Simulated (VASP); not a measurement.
# MgB2 (P6/mmm) in VASP: settings compared

MgB2 is run at these levels: revPBE, BLYP, RPBE, r2SCAN; tasks: single point.

Program: VASP 6.6.1. These are calculated values, not measurements. Logs are shortened: lines on timing, memory, paths and dates and some standing lists are left out, and cuts for length are marked.

**1. The cell of the first run**

The structure is hexagonal, space group P6/mmm (No. 191). The conventional cell has a = 3.096 Å, b = 3.096 Å, c = 3.541 Å, α = 90.00°, β = 90.00°, γ = 120.00°. Mg (site symmetry 6/mmm) has 12 B at 2.52 Å and 6 Mg at 3.10 Å within 3.3 Å. B (site symmetry -6m2) has 3 B at 1.79 Å within 2.4 Å.

**2. Single point, revPBE**

Contents of INCAR:

```
ALGO = Normal
EDIFF = 1E-6
ENCUT = 520
GGA = RE
ISIF = 2
ISMEAR = -1
LASPH = True
LCHARG = False
LREAL = False
LWAVE = False
NBANDS = 11
NELM = 80
PREC = Accurate
SIGMA = 0.05
```

Contents of KPOINTS:

```
k-points
0
Gamma
  10 10 8
```

Contents of POSCAR:

```
MgB2
1.0
    3.0958768926      0.0000000000      0.0000000000
   -1.5479384463      2.6811080360      0.0000000000
    0.0000000000      0.0000000000      3.5411045764
Mg B
1 2
Direct
    0.0000000000      0.0000000000      0.0000000000
    0.6666666667      0.3333333333      0.5000000000
    0.3333333333      0.6666666667      0.5000000000
```

Potentials or basis: VASP PAW PBE potentials, release 64 (Mg, B).

The run is started by

```bash
> cat potpaw_PBE.64/Mg/POTCAR potpaw_PBE.64/B/POTCAR > POTCAR
> mpirun -np 1 vasp_std > vasp.out
```

OUTCAR:

```text
EDIFF = 1E-6
   ENCUT = 520
   GGA = RE
   ISIF = 2
   ISMEAR = -1
   LASPH = True
   LREAL = False
   NELM = 80
   PREC = Accurate

 ion  position               nearest neighbor table
   1  0.000  0.000  0.000-   2 2.52   3 2.52   2 2.52   3 2.52   2 2.52   2 2.52   3 2.52   3 2.52
                             2 2.52   2 2.52   3 2.52   3 2.52
   2  0.667  0.333  0.500-   3 1.79   3 1.79   3 1.79   1 2.52   1 2.52   1 2.52   1 2.52   1 2.52
                             1 2.52
   3  0.333  0.667  0.500-   2 1.79   2 1.79   2 1.79   1 2.52   1 2.52   1 2.52   1 2.52   1 2.52
                             1 2.52

  LATTYP: Found a hexagonal cell.
 ALAT       =     3.0958768926
 C/A-ratio  =     1.1438131099

  Lattice vectors:

 A1 = (   3.0958768926,   0.0000000000,   0.0000000000)
 A2 = (  -1.5479384463,   2.6811080360,   0.0000000000)
 A3 = (   0.0000000000,   0.0000000000,   3.5411045764)

Analysis of symmetry for initial positions (statically):
=====================================================================
 Subroutine PRICEL returns:
 Original cell was already a primitive cell.

 Routine SETGRP: Setting up the symmetry group for a
 hexagonal supercell.

 Subroutine GETGRP returns: Found 24 space group operations
 (whereof 24 operations were pure point group operations)
 out of a pool of 24 trial point group operations.

The static configuration has the point symmetry D_6h.

Analysis of symmetry for dynamics (positions and initial velocities):
=====================================================================
 Subroutine PRICEL returns:
 Original cell was already a primitive cell.

 Routine SETGRP: Setting up the symmetry group for a
 hexagonal supercell.

 Subroutine GETGRP returns: Found 24 space group operations
 (whereof 24 operations were pure point group operations)
 out of a pool of 24 trial point group operations.

The dynamic configuration has the point symmetry D_6h.

 Subroutine INISYM returns: Found 24 space group operations
 (whereof 24 operations are pure point group operations),
 and found     1 'primitive' translations

----------------------------------------------------------------------------------------

                                     Primitive cell

  volume of cell :      29.3925

  direct lattice vectors                    reciprocal lattice vectors
     3.095876893  0.000000000  0.000000000     0.323010260  0.186490061  0.000000000
    -1.547938446  2.681108036  0.000000000     0.000000000  0.372980121  0.000000000
     0.000000000  0.000000000  3.541104576     0.000000000  0.000000000  0.282397760

  length of vectors
     3.095876893  3.095876893  3.541104576     0.372980121  0.372980121  0.282397760

  position of ions in fractional coordinates (direct lattice)
     0.000000000  0.000000000  0.000000000
     0.666666667  0.333333333  0.500000000
     0.333333333  0.666666667  0.500000000

  ion indices of the primitive-cell ions
   primitive index   ion index
                 1           1
                 2           2
                 3           3

----------------------------------------------------------------------------------------

 KPOINTS: k-points

Automatic generation of k-mesh.
 Grid dimensions read from file:
 generate k-points for:   10   10    8

 Generating k-lattice:

  Cartesian coordinates                     Fractional coordinates (reciprocal lattice)
     0.032301026  0.018649006  0.000000000     0.100000000  0.000000000  0.000000000
     0.000000000  0.037298012  0.000000000     0.000000000  0.100000000  0.000000000
     0.000000000  0.000000000  0.035299720     0.000000000  0.000000000  0.125000000

  Length of vectors
     0.037298012  0.037298012  0.035299720

  Shift w.r.t. Gamma in fractional coordinates (k-lattice)
     0.000000000  0.000000000  0.000000000

 Subroutine IBZKPT returns following result:
 ===========================================

 Found     70 irreducible k-points:

 Following reciprocal coordinates:
            Coordinates               Weight
  0.000000  0.000000  0.000000      1.000000
  0.100000  0.000000  0.000000      6.000000
  0.200000  0.000000  0.000000      6.000000
  0.300000 -0.000000  0.000000      6.000000
  0.400000  0.000000  0.000000      6.000000
  0.500000 -0.000000  0.000000      3.000000
[... 16 lines left out ...]
  0.300000  0.100000  0.125000     24.000000
  0.400000  0.100000  0.125000     24.000000
 [... further k-points ...]
   k-points           NKPTS =     70   k-points in BZ     NKDIM =     70   number of bands    NBANDS=     11
   number of dos      NEDOS =    301   number of ions     NIONS =      3
   total plane-waves  NPLWV =  16128
   dimension x,y,z NGX =    24 NGY =   24 NGZ =   28
   dimension x,y,z NGXF=    48 NGYF=   48 NGZF=   56
   ions per type =               1   2
   NGX,Y,Z   is equivalent  to a cutoff of  12.89, 12.89, 13.15 a.u.
   NGXF,Y,Z  is equivalent  to a cutoff of  25.78, 25.78, 26.29 a.u.
[... 66 lines left out ...]
  band No.  band energies     occupation
      1      -7.1092      2.00000
      2       2.3401      2.00000
      3       5.6423      0.00259
      4       5.6423      0.00259
      5       6.8791      0.00000
      6      11.5448      0.00000
      7      11.5448      0.00000
      8      13.1979      0.00000
      9      15.1624      0.00000
     10      17.8746      0.00000
     11      21.3479      0.00000

 k-point     2 :       0.1000    0.0000    0.0000
  band No.  band energies     occupation
      1      -6.9367      2.00000
      2       2.5087      2.00000
      3       4.7832      1.99995
      4       5.2506      1.53231
      5       7.0365      0.00000
      6      11.3895      0.00000
      7      12.2849      0.00000
      8      13.6133      0.00000
      9      14.5522      0.00000
     10      18.7258      0.00000
     11      20.5354      0.00000

 k-point     3 :       0.2000    0.0000    0.0000
  band No.  band energies     occupation
      1      -6.4220      2.00000
      2       2.9254      2.00000
      3       3.0088      2.00000
      4       4.4702      2.00000
      5       7.5110      0.00000
      6      10.8318      0.00000
      7      13.0011      0.00000
      8      14.0870      0.00000
      9      14.4018      0.00000
     10      19.4234      0.00000
     11      19.7793      0.00000

 k-point     4 :       0.3000   -0.0000    0.0000
  band No.  band energies     occupation
      1      -5.5745      2.00000
      2       0.8605      2.00000
      3       3.7547      2.00000
      4       3.8147      2.00000
      5       8.2322      0.00000
      6      10.2984      0.00000
      7      11.0673      0.00000
      8      14.1949      0.00000
      9      16.3886      0.00000
     10      18.6181      0.00000
     11      19.5955      0.00000

 k-point     5 :       0.4000    0.0000    0.0000
  band No.  band energies     occupation
      1      -4.4173      2.00000
      2      -1.0925      2.00000
      3       3.2854      2.00000
      4       4.8234      1.99988
      5       8.9191      0.00000
      6       9.2564      0.00000
      7      10.1861      0.00000
      8      13.0766      0.00000
      9      17.9820      0.00000
     10      18.4547      0.00000
     11      19.4945      0.00000
[... 211 lines left out ...]
 k-point    21 :       0.1000    0.1000    0.1250
  band No.  band energies     occupation
      1      -6.4658      2.00000
      2       1.8980      2.00000
      3       3.7183      2.00000
      4       4.4667      2.00000
      5       8.6142      0.00000
      6      11.7421      0.00000
      7      12.2169      0.00000
      8      13.1695      0.00000
      9      15.2056      0.00000
     10      17.9545      0.00000
     11      19.4744      0.00000

 k-point    22 :       0.2000    0.1000    0.1250
  band No.  band energies     occupation
      1      -5.7888      2.00000
      2       1.9673      2.00000
      3       2.5773      2.00000
      4       3.4862      2.00000
      5       9.2217      0.00000
      6      10.8114      0.00000
      7      11.6558      0.00000
      8      13.9180      0.00000
      9      16.1984      0.00000
     10      16.5407      0.00000
     11      19.5469      0.00000

 k-point    23 :       0.3000    0.1000    0.1250
  band No.  band energies     occupation
      1      -4.7908      2.00000
      2       0.0286      2.00000
      3       2.8025      2.00000
      4       3.5593      2.00000
      5       8.9564      0.00000
      6      10.0975      0.00000
      7      11.2269      0.00000
      8      14.3209      0.00000
      9      15.7636      0.00000
     10      17.1543      0.00000
     11      19.4299      0.00000

 k-point    24 :       0.4000    0.1000    0.1250
  band No.  band energies     occupation
      1      -3.5245      2.00000
      2      -1.7543      2.00000
      3       2.4722      2.00000
      4       4.5995      2.00000
      5       7.4652      0.00000
      6      10.4233      0.00000
      7      11.5239      0.00000
      8      13.4611      0.00000
      9      15.3546      0.00000
     10      18.6063      0.00000
     11      19.5282      0.00000

 [... further k-points ...]
[... 5 lines left out ...]
  --------------------------------------------------------------------------------------
  -------------------------------------------------------------------------------------
  Total       -0.0563293     -0.0563293     -0.0832328      0.0000000      0.0000000      0.0000000
  in kB       -3.0704960     -3.0704960     -4.5369938      0.0000000      0.0000000      0.0000000
  external PRESSURE =      -3.5593286 kB  Pullay stress =       0.0000000 kB

 VOLUME and BASIS-vectors are now :
 -----------------------------------------------------------------------------
  energy-cutoff  :      520.00
  volume of cell :       29.39
      direct lattice vectors                 reciprocal lattice vectors
     3.095876893  0.000000000  0.000000000     0.323010260  0.186490061  0.000000000
    -1.547938446  2.681108036  0.000000000     0.000000000  0.372980121  0.000000000
     0.000000000  0.000000000  3.541104576     0.000000000  0.000000000  0.282397760

 POSITION                                       TOTAL-FORCE (eV/Angst)
 -----------------------------------------------------------------------------------
      0.00000      0.00000      0.00000         0.000000     -0.000000      0.000000
      1.54794      0.89370      1.77055         0.000000     -0.000000      0.000000
     -0.00000      1.78741      1.77055        -0.000000      0.000000     -0.000000
 -----------------------------------------------------------------------------------
    total drift:                                0.000000     -0.000000      0.000000

  FREE ENERGIE OF THE ION-ELECTRON SYSTEM (eV)
  ---------------------------------------------------
  free  energy   TOTEN  =       -14.6821392053 eV

  energy  without entropy=      -14.6760191257  energy(sigma->0) =      -14.67907917
```

It took 15 s on 1 thread of AMD EPYC 7R43 (Zen 3), shared host; peak memory 0.12 GiB.

What came out:

```yaml
Free_energy: -14.6821 eV
Pressure: -0.4 GPa
Band_gap_on_the_k_mesh: zero (band 4 reaches 6.38 eV, above the bottom of band 5 at 3.96 eV)
```

Stress tensor (GPa, compression positive):
```
-0.31  0.00  0.00
 0.00 -0.31  0.00
 0.00  0.00 -0.45
```

Caveat: the PAW data sets were made with another functional, which shifts forces and pressure a little.

**3. Single point, BLYP**

This run uses another cell than the first one, of 9.76 Å³/atom, 0.996 times its volume.

Contents of INCAR:

```
  PREC = Accurate
  ENCUT = 520
  EDIFF = 1E-7
  ISMEAR = -1
  SIGMA = 0.05
  LREAL = False
  LASPH = True
  NELM = 100
  ALGO = Normal
  ISIF = 2
  LWAVE = False
  LCHARG = False
  GGA = B5
  ALDAX = 1.0
  AGGAX = 1.0
  AGGAC = 1.0
  ALDAC = 0.0
  NBANDS = 11
```

Contents of KPOINTS:

```
regular mesh
0
Gamma
  10 10 8
```

Contents of POSCAR:

```
MgB2
1.0
    3.0879093163      0.0000000000      0.0000000000
   -1.5439546582      2.6742079125      0.0000000000
    0.0000000000      0.0000000000      3.5447261950
Mg B
1 2
Direct
    0.0000000000      0.0000000000      0.0000000000
    0.6666666667      0.3333333333      0.5000000000
    0.3333333333      0.6666666667      0.5000000000
```

Potentials or basis: VASP PAW PBE potentials, release 64 (Mg, B).

The run is started by

```bash
> cat potpaw_PBE.64/Mg/POTCAR potpaw_PBE.64/B/POTCAR > POTCAR
> mpirun -np 1 vasp_std > vasp.out
```

Run time: 25 s. Hardware: 1 thread of AMD EPYC 7R43 (Zen 3), shared host; peak memory 0.12 GiB.

Results (log left out):

| Item | Value |
| --- | --- |
| Free energy | -13.4480 eV |
| Pressure | -0.2 GPa |
| Band gap on the k mesh | zero (band 4 reaches 6.77 eV, above the bottom of band 5 at 4.48 eV) |

Stress tensor (GPa, compression positive):
```
-0.14  0.00  0.00
 0.00 -0.14  0.00
 0.00  0.00 -0.35
```

Levels at points of the mesh, in eV from the Fermi level:
```
           k point  band 1  band 2  band 3  band 4  band 5  band 6  band 7  band 8  band 9
(0.00, 0.00, 0.00)  -12.28   -2.96    0.28    0.28    1.69    6.38    6.38    8.08    9.76
(0.50, 0.00, 0.00)   -8.47   -7.71   -2.19    0.16    3.02    4.08    5.35    6.93   12.50
(0.00, 0.00, 0.50)  -11.06   -7.31    0.62    0.62    6.71    6.71    7.92    9.72    9.77
(0.50, 0.00, 0.50)   -7.55   -6.83   -3.46   -1.91   -1.21    5.82    8.66    8.95   12.83
```

Caveat: the PAW data sets were made with another functional, which shifts forces and pressure a little.

**4. Single point, RPBE**

This run uses another cell than the first one, of 9.84 Å³/atom, 1.005 times its volume.

Contents of INCAR:

```
SYSTEM = MgB2
PREC = Accurate
ENCUT = 520
EDIFF = 1E-7
ISMEAR = -1
SIGMA = 0.05
LREAL = .FALSE.
LASPH = .TRUE.
NELM = 100
ALGO = Normal
ISIF = 2
LWAVE = .FALSE.
LCHARG = .FALSE.
GGA = RP
NBANDS = 11
```

Contents of KPOINTS:

```
Automatic mesh
0
G
  10 10 8
  0 0 0
```

Contents of POSCAR:

```
MgB2
1.0
    3.0998125320      0.0000000000      0.0000000000
   -1.5499062660      2.6845163997      0.0000000000
    0.0000000000      0.0000000000      3.5483009205
Mg B
1 2
Direct
    0.0000000000      0.0000000000      0.0000000000
    0.6666666667      0.3333333333      0.5000000000
    0.3333333333      0.6666666667      0.5000000000
```

The run is started by

```bash
> cat potpaw_PBE.64/Mg/POTCAR potpaw_PBE.64/B/POTCAR > POTCAR
> mpirun -np 1 vasp_std > vasp.out
```

Wall time 16 s (1 thread of AMD EPYC 7R43 (Zen 3), shared host); peak memory 0.12 GiB.

It converged, with:

| Property | Result |
| --- | --- |
| Free energy | -14.5189 eV |
| Pressure | -0.4 GPa |
| Band gap on the k mesh | zero (band 4 reaches 6.36 eV, above the bottom of band 5 at 3.96 eV) |

Stress tensor (GPa, compression positive):
```
-0.32  0.00  0.00
 0.00 -0.32  0.00
 0.00  0.00 -0.46
```

Levels at points of the mesh, in eV from the Fermi level:
| k point | band 2 | band 3 | band 4 | band 5 | band 6 | band 7 |
| --- | --- | --- | --- | --- | --- | --- |
| (0.00, 0.00, 0.00) | -2.97 | 0.33 | 0.33 | 1.55 | 6.23 | 6.23 |
| (0.50, 0.00, 0.00) | -7.81 | -2.18 | 0.16 | 3.00 | 3.79 | 5.18 |
| (0.00, 0.00, 0.50) | -7.38 | 0.70 | 0.70 | 6.56 | 6.56 | 7.86 |
| (0.50, 0.00, 0.50) | -6.93 | -3.56 | -1.89 | -1.30 | 5.54 | 8.69 |

Caveat: the PAW data sets were made with another functional, which shifts forces and pressure a little.

**5. Single point, r2SCAN**

This run uses another cell than the first one, of 9.54 Å³/atom, 0.974 times its volume.

Contents of POSCAR:

```
MgB2
1.0
    3.0730417738      0.0000000000      0.0000000000
   -1.5365208869      2.6613322430      0.0000000000
    0.0000000000      0.0000000000      3.4994167591
Mg B
1 2
Direct
    0.0000000000      0.0000000000      0.0000000000
    0.6666666667      0.3333333333      0.5000000000
    0.3333333333      0.6666666667      0.5000000000
```

Contents of INCAR.step1:

```
SYSTEM = MgB2
PREC = Accurate
ENCUT = 520
ISMEAR = -1
SIGMA = 0.05
LREAL = .False.
LASPH = .True.
NELM = 80
NBANDS = 11
GGA = PE
ALGO = Normal
EDIFF = 1E-4
LWAVE = .True.
LCHARG = .False.
```

Contents of INCAR.step2:

```
SYSTEM = MgB2
PREC = Accurate
ENCUT = 520
EDIFF = 1E-6
ISMEAR = -1
SIGMA = 0.05
LREAL = .False.
LASPH = .True.
NELM = 80
ALGO = Normal
ISIF = 2
LWAVE = .False.
LCHARG = .False.
METAGGA = R2SCAN
LMIXTAU = .True.
NBANDS = 11
ISTART = 1
```

Contents of KPOINTS:

```
regular mesh
0
Gamma
  10 10 8
  0 0 0
```

The run is started by

```bash
> cat potpaw_PBE.64/Mg/POTCAR potpaw_PBE.64/B/POTCAR > POTCAR
> cp INCAR.step1 INCAR
> mpirun -np 1 vasp_std > vasp.out
> cp INCAR.step2 INCAR
> mpirun -np 1 vasp_std > vasp.out
```

Wall time 65 s (1 thread of AMD EPYC 7R43 (Zen 3), shared host); peak memory 0.12 GiB.

It converged, with:

- Free energy: -19.4051 eV
- Pressure: -0.4 GPa
- Band gap on the k mesh: zero (band 4 reaches 6.58 eV, above the bottom of band 5 at 3.98 eV)

Stress tensor (GPa, compression positive):
```
-0.25  0.00  0.00
 0.00 -0.25  0.00
 0.00  0.00 -0.66
```

Levels at points of the mesh, in eV from the Fermi level:
| k point | band 1 | band 2 | band 3 | band 4 | band 5 | band 6 | band 7 | band 8 | band 9 |
| --- | --- | --- | --- | --- | --- | --- | --- | --- | --- |
| (0.00, 0.00, 0.00) | -13.35 | -3.17 | 0.34 | 0.34 | 2.00 | 6.61 | 6.61 | 8.54 | 10.87 |
| (0.50, 0.00, 0.00) | -9.28 | -8.39 | -2.39 | 0.18 | 3.30 | 4.09 | 5.83 | 7.99 | 13.68 |
| (0.00, 0.00, 0.50) | -12.04 | -7.85 | 0.75 | 0.75 | 6.93 | 6.93 | 8.59 | 10.51 | 11.11 |
| (0.50, 0.00, 0.50) | -8.25 | -7.45 | -3.84 | -2.08 | -1.29 | 6.06 | 9.53 | 9.74 | 14.37 |

Caveat: the PAW data sets were made with another functional, which shifts forces and pressure a little.

**6. The runs side by side**

```tsv
level	cell	gap on the mesh (eV)	pressure (GPa)
revPBE	a = 3.096, b = 3.096, c = 3.541 Å, angles 90.0, 90.0, 120.0°, 3 atoms	none	-0.4
BLYP	a = 3.088, b = 3.088, c = 3.545 Å, angles 90.0, 90.0, 120.0°, 3 atoms	none	-0.2
RPBE	a = 3.100, b = 3.100, c = 3.548 Å, angles 90.0, 90.0, 120.0°, 3 atoms	none	-0.4
r2SCAN	a = 3.073, b = 3.073, c = 3.499 Å, angles 90.0, 90.0, 120.0°, 3 atoms	none	-0.4
```

Alike in all rows: task single point; potentials or basis VASP PAW PBE potentials, release 64 (Mg, B); no spin polarisation; k mesh 10 × 10 × 8; cutoff (eV) 520; smearing fermi-dirac 0.05 eV.

Caveats: the PAW data sets were made with another functional, which shifts forces and pressure a little.

Total energies depend on the potentials used, so only differences within one code and one set of settings carry meaning.
